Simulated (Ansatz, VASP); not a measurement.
**Two plane-wave programs on BiSbTe2S**

```
Sb Bi Te S
1.0
     5.94234    0.00000    0.00000
     0.00000    5.94234    0.00000
     0.00000    0.00000    5.02187
Sb Bi Te S
1 1 2 1
Cartesian
  2.9712 2.9712 2.5109
  0.0000 0.0000 0.0000
  0.0000 2.9712 0.0000
  2.9712 0.0000 0.0000
  0.0000 0.0000 2.5109
```

Change from the starting cell: species swapped into the CsPbI2Br type (P4/mmm, No. 123).

Alike in both runs: functional PBE; k mesh 8 × 8 × 8; occupations gaussian, width 0.1 eV; no spin polarisation.

Ansatz relaxed the structure, and its values are those at the end. VASP's run is a single point on that final structure, the one shown.

```csv
,VASP,Ansatz
version,VASP 6.6.1,Ansatz 0.2.0
potentials or method,"VASP PAW PBE potentials, release 64 (Sb, Bi_d, Te, S), cutoff 520 eV","scalar-relativistic, plane waves, PAW"
valence electrons in the cell,38,68
```

```csv
,VASP,Ansatz,Ansatz less VASP
gap on the k mesh at the Fermi level (eV),none,none,-
pressure (GPa),-0.1,0.0,+0.05
```

A gap of «none» marks a metal or a gap that the smearing closes. The functional is the same, so the differences come from potentials, cutoffs and numerics. VASP's potentials hold 38 valence electrons a cell and Ansatz's 68, so a difference there can come from the potentials and not from the codes.

Neither program's run includes spin-orbit coupling.
